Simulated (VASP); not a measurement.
Runs of VASP 6.6.1 on IrAu. The structure is that of space group Fm-3m (No. 225), or close to it. The cells are those of the table. 

| task | cell | k mesh | cutoff (eV) | gap on the mesh (eV) | pressure (GPa) | relaxed volume (Å³/atom) |
| --- | --- | --- | --- | --- | --- | --- |
| relaxation of cell and atoms | relaxed from a = 3.748 Å, angles 60.0°, 2 atoms | 18 × 18 × 18 | 600 | none | 0.0 | 18.57 |
| single point | a = 3.576 Å, angles 60.0°, 2 atoms | 6 × 6 × 6 | 520 | none | 34.4 | - |
| relaxation of cell and atoms | relaxed from a = 3.576 Å, angles 60.0°, 2 atoms | 6 × 6 × 6 | 600 | none | 0.0 | (b) |
| single point | a = 3.748 Å, angles 60.0°, 2 atoms | 6 × 6 × 6 | 520 | none | -0.3 | - |
| single point | a = 3.745 Å, angles 60.0°, 2 atoms | 18 × 18 × 18 | 520 | none | (a) | - |

Alike in all rows: level PBE; potentials or basis VASP PAW PBE potentials, release 64 (Ir, Au); no spin polarisation; smearing gaussian 0.1 eV.

Q: Estimate the missing entries.

A: (a) -0.1; (b) 18.59.

Caveats: spin-orbit coupling is left out, which moves the levels of the heavy elements; the cell stands under pressure (at least some runs).

A k mesh can miss the band edges, and the runs leave out spin-orbit coupling on Au, Ir.

A gap of «none» marks levels without a gap at the run's occupations.
